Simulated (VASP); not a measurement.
# GaP (I-4m2) in VASP: single point with HSE06

Aim: the single point of GaP with HSE06.

All numbers are computed with VASP 6.6.1; they aren't measurements. Logs are shortened: lines on timing, memory, paths and dates and some standing lists are left out, and cuts for length are marked.

## 1. The cell of the first run

It takes space group I-4m2 (No. 119, tetragonal). The conventional cell has a = 3.854 Å, b = 3.854 Å, c = 5.415 Å, α = 90.00°, β = 90.00°, γ = 90.00°. Within 3.1 Å of Ga (site symmetry -4m2) lie 4 P at 2.36 Å. P (site symmetry -4m2) has 4 Ga at 2.36 Å within 3.1 Å.

## 2. Single point, HSE06 (uniaxial z strain -0.7%)

Input file POSCAR:

```
GaP
1.0
    0.0000000000      2.7253992947      2.7076841993
    2.7253992947      0.0000000000      2.7076841993
    2.7253992947      2.7253992947      0.0000000000
Ga P
1 1
Direct
    0.0000000000      0.0000000000      0.0000000000
    0.2500000000      0.2500000000      0.2500000000
```

Input file INCAR.step1:

```
  PREC = Accurate
  ENCUT = 520
  EDIFF = 1E-5
  ISMEAR = 0
  SIGMA = 0.01
  LREAL = F
  LASPH = T
  NELM = 80
  ALGO = Normal
  ISIF = 2
  LWAVE = T
  NBANDS = 16
  GGA = PE
```

Input file INCAR.step2:

```
  PREC = Accurate
  ENCUT = 520
  EDIFF = 1E-6
  ISMEAR = 0
  SIGMA = 0.01
  LREAL = F
  LASPH = T
  NELM = 80
  ALGO = Normal
  ISIF = 2
  LWAVE = F
  LCHARG = T
  GGA = PE
  LHFCALC = T
  HFSCREEN = 0.2079
  PRECFOCK = Normal
  LELF = T
  LVHAR = T
  NBANDS = 16
  ISTART = 1
```

Input file KPOINTS:

```
Automatic mesh
0
Gamma
  6 6 6
```

Potentials or basis: VASP PAW PBE potentials, release 64 (Ga_d, P).

Command:

```sh
$ cat potpaw_PBE.64/Ga_d/POTCAR potpaw_PBE.64/P/POTCAR > POTCAR
$ cp INCAR.step1 INCAR
$ mpirun -np 1 vasp_std > vasp.out
$ cp INCAR.step2 INCAR
$ mpirun -np 1 vasp_std > vasp.out
```

OUTCAR:

```text
PREC = Accurate
   ENCUT = 520
   EDIFF = 1E-6
   ISMEAR = 0
   LREAL = F
   LASPH = T
   NELM = 80
   ISIF = 2
   GGA = PE
   LHFCALC = T
   HFSCREEN = 0.2079
   PRECFOCK = Normal
   ISTART = 1

 ion  position               nearest neighbor table
   1  0.000  0.000  0.000-   2 2.36   2 2.36   2 2.36   2 2.36
   2  0.250  0.250  0.250-   1 2.36   1 2.36   1 2.36   1 2.36

  LATTYP: Found a body centered tetragonal cell.
 ALAT       =     3.8542966454
 C/A-ratio  =     1.4050211742

  Lattice vectors:

 A1 = (   0.0000000000,  -2.7253992947,  -2.7076841993)
 A2 = (   0.0000000000,   2.7253992947,  -2.7076841993)
 A3 = (   2.7253992947,   0.0000000000,   2.7076841993)

Analysis of symmetry for initial positions (statically):
=====================================================================
 Subroutine PRICEL returns:
 Original cell was already a primitive cell.

 Routine SETGRP: Setting up the symmetry group for a
 body centered tetragonal supercell.

 Subroutine GETGRP returns: Found  8 space group operations
 (whereof  8 operations were pure point group operations)
 out of a pool of 16 trial point group operations.

The static configuration has the point symmetry D_2d.

Analysis of symmetry for dynamics (positions and initial velocities):
=====================================================================
 Subroutine PRICEL returns:
 Original cell was already a primitive cell.

 Routine SETGRP: Setting up the symmetry group for a
 body centered tetragonal supercell.

 Subroutine GETGRP returns: Found  8 space group operations
 (whereof  8 operations were pure point group operations)
 out of a pool of 16 trial point group operations.

The dynamic configuration has the point symmetry D_2d.

 Subroutine INISYM returns: Found  8 space group operations
 (whereof  8 operations are pure point group operations),
 and found     1 'primitive' translations

----------------------------------------------------------------------------------------

                                     Primitive cell

  volume of cell :      40.2243

  direct lattice vectors                    reciprocal lattice vectors
     0.000000000  2.725399295  2.707684199    -0.183459356  0.183459356  0.184659644
     2.725399295  0.000000000  2.707684199     0.183459356 -0.183459356  0.184659644
     2.725399295  2.725399295  0.000000000     0.183459356  0.183459356 -0.184659644

  length of vectors
     3.841790603  3.841790603  3.854296645     0.318455420  0.318455420  0.318455420

  position of ions in fractional coordinates (direct lattice)
     0.000000000  0.000000000  0.000000000
     0.250000000  0.250000000  0.250000000

  ion indices of the primitive-cell ions
   primitive index   ion index
                 1           1
                 2           2

----------------------------------------------------------------------------------------

 KPOINTS: Automatic mesh

Automatic generation of k-mesh.
 Grid dimensions read from file:
 generate k-points for:    6    6    6

 Generating k-lattice:

  Cartesian coordinates                     Fractional coordinates (reciprocal lattice)
    -0.030576559  0.030576559  0.030776607     0.166666667 -0.000000000  0.000000000
     0.030576559 -0.030576559  0.030776607    -0.000000000  0.166666667  0.000000000
     0.030576559  0.030576559 -0.030776607     0.000000000  0.000000000  0.166666667

  Length of vectors
     0.053075903  0.053075903  0.053075903

  Shift w.r.t. Gamma in fractional coordinates (k-lattice)
     0.000000000  0.000000000  0.000000000

 Subroutine IBZKPT returns following result:
 ===========================================

 Found     30 irreducible k-points:

 Following reciprocal coordinates:
            Coordinates               Weight
  0.000000  0.000000  0.000000      1.000000
  0.166667 -0.000000  0.000000      8.000000
  0.333333 -0.000000  0.000000      8.000000
  0.500000  0.000000  0.000000      4.000000
  0.166667  0.166667  0.000000      2.000000
  0.333333  0.166667  0.000000      8.000000
[... 16 lines left out ...]
  0.333333  0.000000  0.333333      4.000000
  0.500000  0.000000  0.333333     16.000000
 [... further k-points ...]
   k-points           NKPTS =     30   k-points in BZ     NKDIM =    216   number of bands    NBANDS=     16
   number of dos      NEDOS =    301   number of ions     NIONS =      2
   total plane-waves  NPLWV =  27000
   dimension x,y,z NGX =    30 NGY =   30 NGZ =   30
   dimension x,y,z NGXF=    60 NGYF=   60 NGZF=   60
   ions per type =               1   1
   NGX,Y,Z   is equivalent  to a cutoff of  12.98, 12.98, 12.94 a.u.
   NGXF,Y,Z  is equivalent  to a cutoff of  25.96, 25.96, 25.88 a.u.
 SYSTEM =  unknown system
   PREC   = accura    normal or accurate (medium, high low for compatibility)
   ISTART =      1    job   : 0-new  1-cont  2-samecut
   ICHARG =      0    charge: 1-file 2-atom 10-const
   ISPIN  =      1    spin polarized calculation?
   LNONCOLLINEAR =      F non collinear calculations
   LSORBIT =      F    spin-orbit coupling
   LASPH  =      T    aspherical Exc in radial PAW
   ENCUT  =  520.0 eV  38.22 Ry    6.18 a.u.   7.14  7.14  7.17*2*pi/ulx,y,z
   NELM   =     80;   NELMIN=  2; NELMDL=  0     # of ELM steps
   EDIFF  = 0.1E-05   stopping-criterion for ELM
   LREAL  =      F    real-space projection
   EDIFFG = 0.1E-04   stopping-criterion for IOM
   NSW    =      0    number of steps for IOM
   IBRION =     -1    ionic relax: 0-MD 1-quasi-New 2-CG
   NFREE  =      0    steps in history (QN), initial steepest desc. (CG)
   ISIF   =      2    stress and relaxation
   ISYM   =      3    0-nonsym 1-usesym 2-fastsym
   POTIM  = 0.5000    time-step for ionic-motion
   TEBEG  =    0.0;   TEEND  =   0.0 temperature during run
   PSTRESS=    0.0 pullay stress
   NELECT =      18.0000    total number of electrons
   NUPDOWN=      -1.0000    fix difference up-down
   EMIN   =  10.00;   EMAX   =-10.00  energy-range for DOS
   EFERMI =   0.00;   METHOD = LEGACY
   ISMEAR =     0;   SIGMA  =   0.01  broadening in eV -4-tet -1-fermi 0-gaus
   EFERMI_NEDOS =   21; number of points for ismear=-14 and -15
   IALGO  =     38    algorithm
   IMIX   =      1    mixing-type and parameters
     AMIX     =   0.40;   BMIX     =  1.00
     AMIX_MAG =   1.60;   BMIX_MAG =  1.00
  volume/ion in A,a.u.               =      20.11       135.72
  Fermi-wavevector in a.u.,A,eV,Ry     =   1.252188  2.366292 21.333595  1.567975
  Thomas-Fermi vector in A             =   2.386100
   LORBIT       =      0    0 simple, 1 ext, 2 COOP (PROOUT), +10 PAW based schemes
   GGA     = PE    functional components
   LHFCALC =     T    Hartree Fock is set to
   PRECFOCK=normal    Normal, Fast or Accurate (Low or Medium for compatibility)
   ENCUT4O =  -1.0   cutoff for four orbital integrals eV
   NKREDX  =     1    reduce k-point grid by
   NKREDY  =     1    reduce k-point grid by
   NKREDZ  =     1    reduce k-point grid by
   AEXX    =    0.2500 exact exchange contribution
   HFSCREEN=    0.2079 screening length (either q_TF or 0.3 A-1)
   HFSCREENC=   0.2079 screening length for correlation (either q_TF or 0.3 A-1)
   ENCUTFOCK=  -1.0 apply spherical cutoff to Coloumb kernel
   IVDW    =     0    specifies the selected vdW correction
   LEPSILON=     F    determine dielectric tensor
   LRPA    =     F    only Hartree local field effects (RPA)
 non-spin polarized calculation
 Gauss-broadening in eV      SIGMA  =   0.01
  energy-cutoff  :      520.00
  volume of cell :       40.22
 maximum number of plane-waves:      1106
 NGX is ok and might be reduce to    30
  NGX = 24; NGY = 24; NGZ = 24

 number of electron      17.9999988 magnetization

 Free energy of the ion-electron system (eV)
  ---------------------------------------------------
  ext. energy  EPLUGINS =         0.00000000
  ---------------------------------------------------
  free energy    TOTEN  =       -10.77838200 eV

  energy without entropy =      -10.77838200  energy(sigma->0) =      -10.77838200

 E-fermi :   4.4434     XC(G=0):  -8.1789

 val. band max:        4.3056012803   @ k =   0.0000   0.0000   0.0000
 cond. band min:       6.5283608215   @ k =   0.5000   0.5000   0.0000
 fundamental gap:      2.2227595412
 Fermi energy:         4.4433640771

 k-point     1 :       0.0000    0.0000    0.0000
  band No.  band energies     occupation
      1     -12.7825      2.00000
      2     -12.7825      2.00000
      3     -12.7806      2.00000
      4     -12.6797      2.00000
      5     -12.6783      2.00000
      6      -9.5511      2.00000
[... 8 lines left out ...]
     15      15.1307      0.00000
     16      15.2563      0.00000

 k-point     2 :       0.1667   -0.0000    0.0000
  band No.  band energies     occupation
      1     -12.7972      2.00000
      2     -12.7751      2.00000
      3     -12.7739      2.00000
      4     -12.6797      2.00000
      5     -12.6782      2.00000
      6      -9.1665      2.00000
[... 8 lines left out ...]
     15      14.3241      0.00000
     16      15.4604      0.00000

 k-point     3 :       0.3333   -0.0000    0.0000
  band No.  band energies     occupation
      1     -12.8266      2.00000
      2     -12.7629      2.00000
      3     -12.7617      2.00000
      4     -12.6773      2.00000
      5     -12.6753      2.00000
      6      -8.1345      2.00000
[... 8 lines left out ...]
     15      15.0617      0.00000
     16      15.0899      0.00000

 k-point     4 :       0.5000    0.0000    0.0000
  band No.  band energies     occupation
      1     -12.8407      2.00000
      2     -12.7583      2.00000
      3     -12.7572      2.00000
      4     -12.6745      2.00000
      5     -12.6722      2.00000
      6      -7.3021      2.00000
[... 8 lines left out ...]
     15      17.2693      0.00000
     16      17.3324      0.00000
[... 324 lines left out ...]
 k-point    22 :      -0.3333    0.5000    0.1667
  band No.  band energies     occupation
      1     -12.8628      2.00000
      2     -12.7392      2.00000
      3     -12.7242      2.00000
      4     -12.7002      2.00000
      5     -12.6661      2.00000
      6      -6.2323      2.00000
[... 8 lines left out ...]
     15      17.6216      0.00000
     16      19.3875      0.00000

 k-point    23 :       0.3333    0.0000    0.3333
  band No.  band energies     occupation
      1     -12.8563      2.00000
      2     -12.7369      2.00000
      3     -12.7363      2.00000
      4     -12.7012      2.00000
      5     -12.6649      2.00000
      6      -7.6303      2.00000
[... 8 lines left out ...]
     15      16.9667      0.00000
     16      20.0864      0.00000

 k-point    24 :       0.5000    0.0000    0.3333
  band No.  band energies     occupation
      1     -12.8642      2.00000
      2     -12.7338      2.00000
      3     -12.7289      2.00000
      4     -12.7010      2.00000
      5     -12.6649      2.00000
      6      -6.6924      2.00000
[... 8 lines left out ...]
     15      17.5563      0.00000
     16      19.0354      0.00000

 [... further k-points ...]
[... 5 lines left out ...]
  --------------------------------------------------------------------------------------
  -------------------------------------------------------------------------------------
  Total        0.2433787      0.2433787      0.3755238      0.0000000     -0.0000000      0.0000000
  in kB        9.6940409      9.6940409     14.9575264      0.0000000     -0.0000000      0.0000000
  external PRESSURE =      11.4485361 kB  Pullay stress =       0.0000000 kB

 VOLUME and BASIS-vectors are now :
 -----------------------------------------------------------------------------
  energy-cutoff  :      520.00
  volume of cell :       40.22
      direct lattice vectors                 reciprocal lattice vectors
     0.000000000  2.725399295  2.707684199    -0.183459356  0.183459356  0.184659644
     2.725399295  0.000000000  2.707684199     0.183459356 -0.183459356  0.184659644
     2.725399295  2.725399295  0.000000000     0.183459356  0.183459356 -0.184659644

 POSITION                                       TOTAL-FORCE (eV/Angst)
 -----------------------------------------------------------------------------------
      0.00000      0.00000      0.00000         0.000000      0.000000      0.000000
      1.36270      1.36270      1.35384        -0.000000     -0.000000     -0.000000
 -----------------------------------------------------------------------------------
    total drift:                                0.000003      0.000004     -0.000003

  FREE ENERGIE OF THE ION-ELECTRON SYSTEM (eV)
  ---------------------------------------------------
  free  energy   TOTEN  =       -10.7783820039 eV

  energy  without entropy=      -10.7783820039  energy(sigma->0) =      -10.77838200
```

Run time: 2.6 h. Hardware: 1 thread of Oxide Virtual Turin-like, shared host; peak memory 0.27 GiB.

Results:

| Quantity | Value |
| --- | --- |
| Free energy | -10.7784 eV |
| Pressure | 1.1 GPa |
| Band gap on the k mesh | 2.22 eV (least direct gap 2.83 eV) |

Caveat: the cell differs from its parent crystal (uniaxial z strain -0.7%); the PAW data sets were made with another functional, which shifts forces and pressure a little.
